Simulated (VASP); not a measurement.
Here is a VASP 6.6.1 calculation.

The input INCAR:

```
ALGO = Normal
EDIFF = 1E-7
EDIFFG = -0.01
ENCUT = 600
GGA = PE
IBRION = 2
ISIF = 3
ISMEAR = 0
LASPH = T
LCHARG = F
LREAL = F
LWAVE = F
NELM = 100
NSW = 100
PREC = Accurate
SIGMA = 0.1
```

File KPOINTS:

```
k-points
0
Gamma
  14 14 8
```

File POSCAR:

```
P
1.0
    3.3275298769      0.0000000000      0.0000000000
    0.0000000000      3.3275298769      0.0000000000
    0.0000000000      0.0000000000      6.4109187102
P
4
Direct
    0.5000000000      0.0000000000      0.5000000000
    0.0000000000      0.5000000000      0.0000000000
    0.0000000000      0.0000000000      0.7500000000
    0.0000000000      0.0000000000      0.2500000000
```

Potentials or basis: VASP PAW PBE potentials, release 64 (P).

Run with:

```console
$ cat potpaw_PBE.64/P/POTCAR > POTCAR
$ mpirun -np 1 vasp_std > vasp.out
```

(1) What does it give for the relaxed volume?

(2) Predict the band gap on the k mesh.

Answers

(1) 17.70 Å³/atom.

(2) zero (band 10 reaches 7.96 eV, above the bottom of band 11 at 5.47 eV).
